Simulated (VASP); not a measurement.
# WC (P3m1) in VASP: further runs

The runs below take WC through single point, with PBEsol.

Program: VASP 6.6.1. These are calculated values, not measurements. Logs are shortened: lines on timing, memory, paths and dates and some standing lists are left out, and cuts for length are marked.

### 1 The cell of the first run

The structure is trigonal, space group P3m1 (No. 156). The conventional cell has a = 2.808 Å, b = 2.808 Å, c = 2.782 Å, α = 90.00°, β = 90.00°, γ = 120.00°. Within 2.9 Å of W (site symmetry 3m) lie 6 C at 2.01 to 2.27 Å and 8 W at 2.78 to 2.81 Å. C (site symmetry 3m) has 6 W at 2.01 to 2.27 Å and 8 C at 2.78 to 2.81 Å within 2.9 Å.

### 2 Single point, PBEsol (strained and its atoms moved)

Input file INCAR:

```
SYSTEM = WC
  PREC = Accurate
  ENCUT = 520
  EDIFF = 1E-6
  ISMEAR = 0
  SIGMA = 0.1
  LREAL = .FALSE.
  LASPH = .TRUE.
  NELM = 100
  ALGO = Normal
  ISIF = 2
  LWAVE = .FALSE.
  LCHARG = .TRUE.
  GGA = PS
  LELF = .TRUE.
  LVHAR = .TRUE.
  NBANDS = 16
```

Input file KPOINTS:

```
regular mesh
0
G
  18 18 14
  0 0 0
```

Input file POSCAR:

```
WC
1.0
    2.8082944953      0.0000000000      0.0000000000
   -1.4041472477      2.4320543743      0.0000000000
    0.0000000000      0.0000000000      2.7815010900
W C
1 1
Direct
    0.0000000000      0.0000000000     -0.0353481796
    0.6666666667      0.3333333333      0.5353481796
```

Potentials or basis: VASP PAW PBE potentials, release 64 (W_sv, C).

On the command line:

```bash
> cat potpaw_PBE.64/W_sv/POTCAR potpaw_PBE.64/C/POTCAR > POTCAR
> mpirun -np 1 vasp_std > vasp.out
```

OUTCAR:

```text
SYSTEM = WC
   PREC = Accurate
   ENCUT = 520
   EDIFF = 1E-6
   ISMEAR = 0
   LREAL = .FALSE.
   LASPH = .TRUE.
   NELM = 100
   ISIF = 2
   GGA = PS

 ion  position               nearest neighbor table
   1  0.000  0.000  0.965-   2 2.01   2 2.01   2 2.01   2 2.27   2 2.27   2 2.27
   2  0.667  0.333  0.535-   1 2.01   1 2.01   1 2.01   1 2.27   1 2.27   1 2.27

  LATTYP: Found a hexagonal cell.
 ALAT       =     2.8082944953
 C/A-ratio  =     0.9904591896

  Lattice vectors:

 A1 = (   2.8082944953,   0.0000000000,   0.0000000000)
 A2 = (  -1.4041472477,   2.4320543743,   0.0000000000)
 A3 = (   0.0000000000,   0.0000000000,   2.7815010900)

Analysis of symmetry for initial positions (statically):
=====================================================================
 Subroutine PRICEL returns:
 Original cell was already a primitive cell.

 Routine SETGRP: Setting up the symmetry group for a
 hexagonal supercell.

 Subroutine GETGRP returns: Found  6 space group operations
 (whereof  6 operations were pure point group operations)
 out of a pool of 24 trial point group operations.

The static configuration has the point symmetry C_3v.

Analysis of symmetry for dynamics (positions and initial velocities):
=====================================================================
 Subroutine PRICEL returns:
 Original cell was already a primitive cell.

 Routine SETGRP: Setting up the symmetry group for a
 hexagonal supercell.

 Subroutine GETGRP returns: Found  6 space group operations
 (whereof  6 operations were pure point group operations)
 out of a pool of 24 trial point group operations.

The dynamic configuration has the point symmetry C_3v.

 Subroutine INISYM returns: Found  6 space group operations
 (whereof  6 operations are pure point group operations),
 and found     1 'primitive' translations

----------------------------------------------------------------------------------------

                                     Primitive cell

  volume of cell :      18.9974

  direct lattice vectors                    reciprocal lattice vectors
     2.808294495  0.000000000  0.000000000     0.356088011  0.205587509  0.000000000
    -1.404147248  2.432054374  0.000000000     0.000000000  0.411175018  0.000000000
     0.000000000  0.000000000  2.781501090     0.000000000  0.000000000  0.359518105

  length of vectors
     2.808294495  2.808294495  2.781501090     0.411175018  0.411175018  0.359518105

  position of ions in fractional coordinates (direct lattice)
     0.000000000  0.000000000  0.964651820
     0.666666667  0.333333333  0.535348180

  ion indices of the primitive-cell ions
   primitive index   ion index
                 1           1
                 2           2

----------------------------------------------------------------------------------------

 KPOINTS: regular mesh

Automatic generation of k-mesh.
 Grid dimensions read from file:
 generate k-points for:   18   18   14

 Generating k-lattice:

  Cartesian coordinates                     Fractional coordinates (reciprocal lattice)
     0.019782667  0.011421528  0.000000000     0.055555556  0.000000000  0.000000000
     0.000000000  0.022843057  0.000000000     0.000000000  0.055555556  0.000000000
     0.000000000  0.000000000  0.025679865     0.000000000  0.000000000  0.071428571

  Length of vectors
     0.022843057  0.022843057  0.025679865

  Shift w.r.t. Gamma in fractional coordinates (k-lattice)
     0.000000000  0.000000000  0.000000000

 Subroutine IBZKPT returns following result:
 ===========================================

 Found    458 irreducible k-points:

 Following reciprocal coordinates:
            Coordinates               Weight
  0.000000  0.000000  0.000000      1.000000
  0.055556  0.000000  0.000000      6.000000
  0.111111  0.000000  0.000000      6.000000
  0.166667  0.000000  0.000000      6.000000
  0.222222  0.000000  0.000000      6.000000
  0.277778  0.000000  0.000000      6.000000
[... 16 lines left out ...]
  0.333333  0.111111  0.000000     12.000000
  0.388889  0.111111  0.000000     12.000000
 [... further k-points ...]
   k-points           NKPTS =    458   k-points in BZ     NKDIM =    458   number of bands    NBANDS=     16
   number of dos      NEDOS =    301   number of ions     NIONS =      2
   total plane-waves  NPLWV =  13824
   dimension x,y,z NGX =    24 NGY =   24 NGZ =   24
   dimension x,y,z NGXF=    48 NGYF=   48 NGZF=   48
   ions per type =               1   1
   NGX,Y,Z   is equivalent  to a cutoff of  14.21, 14.21, 14.34 a.u.
   NGXF,Y,Z  is equivalent  to a cutoff of  28.42, 28.42, 28.69 a.u.
 SYSTEM =  WC
   PREC   = accura    normal or accurate (medium, high low for compatibility)
   ISTART =      0    job   : 0-new  1-cont  2-samecut
   ICHARG =      2    charge: 1-file 2-atom 10-const
   ISPIN  =      1    spin polarized calculation?
   LNONCOLLINEAR =      F non collinear calculations
   LSORBIT =      F    spin-orbit coupling
   LASPH  =      T    aspherical Exc in radial PAW
   ENCUT  =  520.0 eV  38.22 Ry    6.18 a.u.   5.22  5.22  5.17*2*pi/ulx,y,z
   NELM   =    100;   NELMIN=  2; NELMDL= -5     # of ELM steps
   EDIFF  = 0.1E-05   stopping-criterion for ELM
   LREAL  =      F    real-space projection
   EDIFFG = 0.1E-04   stopping-criterion for IOM
   NSW    =      0    number of steps for IOM
   IBRION =     -1    ionic relax: 0-MD 1-quasi-New 2-CG
   NFREE  =      0    steps in history (QN), initial steepest desc. (CG)
   ISIF   =      2    stress and relaxation
   ISYM   =      2    0-nonsym 1-usesym 2-fastsym
   POTIM  = 0.5000    time-step for ionic-motion
   TEBEG  =    0.0;   TEEND  =   0.0 temperature during run
   PSTRESS=    0.0 pullay stress
   NELECT =      18.0000    total number of electrons
   NUPDOWN=      -1.0000    fix difference up-down
   EMIN   =  10.00;   EMAX   =-10.00  energy-range for DOS
   EFERMI =   0.00;   METHOD = LEGACY
   ISMEAR =     0;   SIGMA  =   0.10  broadening in eV -4-tet -1-fermi 0-gaus
   EFERMI_NEDOS =   21; number of points for ismear=-14 and -15
   IALGO  =     38    algorithm
   IMIX   =      4    mixing-type and parameters
     AMIX     =   0.40;   BMIX     =  1.00
     AMIX_MAG =   1.60;   BMIX_MAG =  1.00
  volume/ion in A,a.u.               =       9.50        64.10
  Fermi-wavevector in a.u.,A,eV,Ry     =   1.607931  3.038548 35.177054  2.585441
  Thomas-Fermi vector in A             =   2.703881
   LORBIT       =      0    0 simple, 1 ext, 2 COOP (PROOUT), +10 PAW based schemes
   GGA     = PS    functional components
   LHFCALC =     F    Hartree Fock is set to
   AEXX    =    0.0000 exact exchange contribution
   IVDW    =     0    specifies the selected vdW correction
   LEPSILON=     F    determine dielectric tensor
   LRPA    =     F    only Hartree local field effects (RPA)
 non-spin polarized calculation
 Gauss-broadening in eV      SIGMA  =   0.10
  energy-cutoff  :      520.00
  volume of cell :       19.00
 maximum number of plane-waves:       527
 NGX is ok and might be reduce to    24
   NGX = 11   NGY = 11   NGZ = 11

 number of electron      18.0000001 magnetization

 Free energy of the ion-electron system (eV)
  ---------------------------------------------------
  ext. energy  EPLUGINS =         0.00000000
  ---------------------------------------------------
  free energy    TOTEN  =       -23.30566926 eV

  energy without entropy =      -23.30428923  energy(sigma->0) =      -23.30497925

 E-fermi :  12.3616     XC(G=0): -14.4002

 val. band max:       12.3529964968   @ k =   0.1111   0.0556   0.5000
 cond. band min:      12.3664524832   @ k =   0.0000   0.1111   0.3571
 fundamental gap:      0.0134559864
 Fermi energy:        12.3616277555

 k-point     1 :       0.0000    0.0000    0.0000
  band No.  band energies     occupation
      1     -61.4469      2.00000
      2     -25.4827      2.00000
      3     -25.3016      2.00000
      4     -25.3016      2.00000
      5      -2.8416      2.00000
      6       6.8616      2.00000
[... 8 lines left out ...]
     15      26.2758      0.00000
     16      29.9631      0.00000

 k-point     2 :       0.0556    0.0000    0.0000
  band No.  band energies     occupation
      1     -61.4440      2.00000
      2     -25.4781      2.00000
      3     -25.3399      2.00000
      4     -25.3101      2.00000
      5      -2.7468      2.00000
      6       6.8980      2.00000
[... 8 lines left out ...]
     15      26.2216      0.00000
     16      30.1392      0.00000

 k-point     3 :       0.1111    0.0000    0.0000
  band No.  band energies     occupation
      1     -61.4357      2.00000
      2     -25.4727      2.00000
      3     -25.4414      2.00000
      4     -25.3346      2.00000
      5      -2.4715      2.00000
      6       6.9206      2.00000
[... 8 lines left out ...]
     15      26.1334      0.00000
     16      30.5239      0.00000

 k-point     4 :       0.1667    0.0000    0.0000
  band No.  band energies     occupation
      1     -61.4230      2.00000
      2     -25.6190      2.00000
      3     -25.4389      2.00000
      4     -25.3720      2.00000
      5      -2.0416      2.00000
      6       6.6765      2.00000
[... 8 lines left out ...]
     15      26.1541      0.00000
     16      30.7459      0.00000

 k-point     5 :       0.2222    0.0000    0.0000
  band No.  band energies     occupation
      1     -61.4074      2.00000
      2     -25.8168      2.00000
      3     -25.4174      2.00000
      4     -25.4124      2.00000
      5      -1.4970      2.00000
      6       6.1980      2.00000
[... 8 lines left out ...]
     15      26.4271      0.00000
     16      30.8781      0.00000

 k-point     6 :       0.2778    0.0000    0.0000
  band No.  band energies     occupation
      1     -61.3908      2.00000
      2     -26.0221      2.00000
      3     -25.4654      2.00000
      4     -25.3836      2.00000
      5      -0.8890      2.00000
      6       5.7034      2.00000
[... 8 lines left out ...]
     15      27.0522      0.00000
     16      30.9578      0.00000

 k-point     7 :       0.3333    0.0000    0.0000
  band No.  band energies     occupation
      1     -61.3751      2.00000
      2     -26.2101      2.00000
      3     -25.5100      2.00000
      4     -25.3563      2.00000
      5      -0.2810      2.00000
      6       5.2966      2.00000
[... 8 lines left out ...]
     15      27.9092      0.00000
     16      29.8648      0.00000

 k-point     8 :       0.3889    0.0000    0.0000
  band No.  band energies     occupation
      1     -61.3623      2.00000
      2     -26.3601      2.00000
      3     -25.5461      2.00000
      4     -25.3338      2.00000
      5       0.2500      2.00000
      6       5.0221      2.00000
[... 8 lines left out ...]
     15      27.7812      0.00000
     16      29.4696      0.00000

 k-point     9 :       0.4444    0.0000    0.0000
  band No.  band energies     occupation
      1     -61.3539      2.00000
      2     -26.4565      2.00000
      3     -25.5696      2.00000
      4     -25.3191      2.00000
      5       0.6176      2.00000
      6       4.8841      2.00000
[... 8 lines left out ...]
     15      26.6948      0.00000
     16      30.2014      0.00000
[... 172 lines left out ...]
 k-point    19 :       0.1111    0.1111    0.0000
  band No.  band energies     occupation
      1     -61.4160      2.00000
      2     -25.6957      2.00000
      3     -25.4272      2.00000
      4     -25.4062      2.00000
      5      -1.7949      2.00000
      6       6.5010      2.00000
[... 8 lines left out ...]
     15      26.2890      0.00000
     16      30.8767      0.00000

 k-point    20 :       0.1667    0.1111    0.0000
  band No.  band energies     occupation
      1     -61.4013      2.00000
      2     -25.8661      2.00000
      3     -25.4638      2.00000
      4     -25.4018      2.00000
      5      -1.2658      2.00000
      6       6.0691      2.00000
[... 8 lines left out ...]
     15      26.6828      0.00000
     16      30.9638      0.00000

 k-point    21 :       0.2222    0.1111    0.0000
  band No.  band energies     occupation
      1     -61.3857      2.00000
      2     -26.0427      2.00000
      3     -25.5252      2.00000
      4     -25.3746      2.00000
      5      -0.6686      2.00000
      6       5.6400      2.00000
[... 8 lines left out ...]
     15      27.3577      0.00000
     16      31.1499      0.00000

 k-point    22 :       0.2778    0.1111    0.0000
  band No.  band energies     occupation
      1     -61.3709      2.00000
      2     -26.2047      2.00000
      3     -25.5827      2.00000
      4     -25.3489      2.00000
      5      -0.0649      2.00000
      6       5.2892      2.00000
[... 8 lines left out ...]
     15      28.1913      0.00000
     16      29.9981      0.00000

 k-point    23 :       0.3333    0.1111    0.0000
  band No.  band energies     occupation
      1     -61.3589      2.00000
      2     -26.3343      2.00000
      3     -25.6293      2.00000
      4     -25.3278      2.00000
      5       0.4676      2.00000
      6       5.0571      2.00000
[... 8 lines left out ...]
     15      28.2627      0.00000
     16      29.5775      0.00000

 k-point    24 :       0.3889    0.1111    0.0000
  band No.  band energies     occupation
      1     -61.3510      2.00000
      2     -26.4177      2.00000
      3     -25.6596      2.00000
      4     -25.3140      2.00000
      5       0.8393      2.00000
      6       4.9474      2.00000
[... 8 lines left out ...]
     15      27.3406      0.00000
     16      30.2279      0.00000

 [... further k-points ...]

------------------------ aborting loop because EDIFF is reached ----------------------------------------

  FORCE on cell =-STRESS in cart. coord.  units (eV):
  Direction    XX          YY          ZZ          XY          YZ          ZX
  --------------------------------------------------------------------------------------
  -------------------------------------------------------------------------------------
  Total        6.2545818      6.2545818      5.6384919     -0.0000000      0.0000000      0.0000000
  in kB      527.4893497    527.4893497    475.5305058     -0.0000000      0.0000000      0.0000000
  external PRESSURE =     510.1697351 kB  Pullay stress =       0.0000000 kB

 VOLUME and BASIS-vectors are now :
 -----------------------------------------------------------------------------
  energy-cutoff  :      520.00
  volume of cell :       19.00
      direct lattice vectors                 reciprocal lattice vectors
     2.808294495  0.000000000  0.000000000     0.356088011  0.205587509  0.000000000
    -1.404147248  2.432054374  0.000000000     0.000000000  0.411175018  0.000000000
     0.000000000  0.000000000  2.781501090     0.000000000  0.000000000  0.359518105

 POSITION                                       TOTAL-FORCE (eV/Angst)
 -----------------------------------------------------------------------------------
      0.00000      0.00000      2.68318         0.000000     -0.000000      4.226818
      1.40415      0.81068      1.48907        -0.000000      0.000000     -4.226818
 -----------------------------------------------------------------------------------
    total drift:                               -0.000000      0.000000     -0.000444

  FREE ENERGIE OF THE ION-ELECTRON SYSTEM (eV)
  ---------------------------------------------------
  free  energy   TOTEN  =       -23.3056692595 eV

  energy  without entropy=      -23.3042892314  energy(sigma->0) =      -23.30497925
```

It took 38 s on 1 thread of Intel Xeon 6975P-C (Granite Rapids), shared host; peak memory 0.25 GiB.

Results:

```yaml
Free_energy: -23.3057 eV
Pressure: 51.0 GPa
Largest_force: 4.227 eV/Å
Band_gap_on_the_k_mesh: zero (bands 9 and 10 overlap by 1.51 eV)
```

Forces in eV/Å, atoms in the order of the input:
```
W    0.000  0.000  4.227
C    0.000  0.000 -4.227
```

Stress tensor (GPa, compression positive):
```
52.75  0.00  0.00
 0.00 52.75  0.00
 0.00  0.00 47.55
```

Caveat: the cell differs from its parent crystal (strained and its atoms moved); the cell stands under pressure; the PAW data sets were made with another functional, which shifts forces and pressure a little; spin-orbit coupling is left out, which moves the levels of the heavy elements.

(Part 1 of 2 ends here.)
